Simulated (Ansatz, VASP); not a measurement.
**One calculation of Au, two programs**

File POSCAR:

```
Au
1.0
    1.4206566610     -2.5728602271      0.0000000000
    1.4206566610      2.5728602271      0.0000000000
    0.0000000000      0.0000000000      4.9255756512
Au
2
Direct
    0.3346720300      0.6653279700      0.2500000000
    0.6653279700      0.3346720300      0.7500000000
```

The input INCAR.step1:

```
SYSTEM = Au
  PREC = Accurate
  ENCUT = 520
  EDIFF = 1E-5
  ISMEAR = -1
  SIGMA = 0.05
  LREAL = .False.
  LASPH = .True.
  NELM = 100
  ALGO = Normal
  ISIF = 2
  LWAVE = .True.
  GGA = PE
  NBANDS = 18
```

INCAR.step2

```
SYSTEM = Au
  PREC = Accurate
  ENCUT = 520
  EDIFF = 1E-7
  ISMEAR = -1
  SIGMA = 0.05
  LREAL = .False.
  LASPH = .True.
  NELM = 100
  ALGO = Normal
  ISIF = 2
  LWAVE = .False.
  LCHARG = .True.
  GGA = PE
  LHFCALC = .True.
  AEXX = 0.25
  PRECFOCK = Normal
  LELF = .True.
  LVHAR = .True.
  ISTART = 1
  NBANDS = 18
```

Contents of KPOINTS:

```
regular mesh
0
Gamma
  6 6 4
  0 0 0
```

File input.yaml:

```yaml
crystal:
  lattice:
    - [1.420656661, -2.5728602271, 0.0]
    - [1.420656661, 2.5728602271, 0.0]
    - [0.0, 0.0, 4.9255756512]
  atoms:
    - { symbol: Au, position: [0.33467203, 0.66532797, 0.25] }
    - { symbol: Au, position: [0.66532797, 0.33467203, 0.75] }
hamiltonian:
  xc: pbe0
  pseudopotentials: { kind: paw }
kpoints:
  mp_grid: { grid: [6, 6, 4] }
scf:
  occupations: { method: fermi_dirac, width: 0.05 }
output:
  forces: true
  stress: true
  eigenvalues: true
```

Alike in both runs: task single point; functional PBE0; k mesh 6 × 6 × 4; occupations fermi-dirac, width 0.05 eV; no spin polarisation.

|  | VASP | Ansatz |
| --- | --- | --- |
| version | VASP 6.6.1 | Ansatz 0.2.0 |
| potentials or method | VASP PAW PBE potentials, release 64 (Au) | Ansatz PAW |
| plane-wave cutoff (eV) | 520 | 420 |
| valence electrons in the cell | 22 | 38 |

Ansatz gave:

```
gap on the k mesh at the Fermi level (eV)                     : none
pressure (GPa)                                                : -2.3
traceless stress, the component that is largest in VASP (GPa) : -5.26
rms of the force components (eV/Å)                            : 0.005
```

Question: Which values does VASP return?

Answer: gap on the k mesh at the Fermi level (eV): none; pressure (GPa): -2.4; traceless stress, the component that is largest in VASP (GPa): -5.32; rms of the force components (eV/Å): 0.005.

Atom by atom the forces differ by 0.000 eV/Å (rms over components). A gap of «none» marks a metal or a gap that the smearing closes. VASP's potentials hold 22 valence electrons a cell and Ansatz's 38, so a difference there can come from the potentials and not from the codes.

The k mesh is coarse, so the values compare programs but aren't converged. Spin-orbit coupling is off throughout.
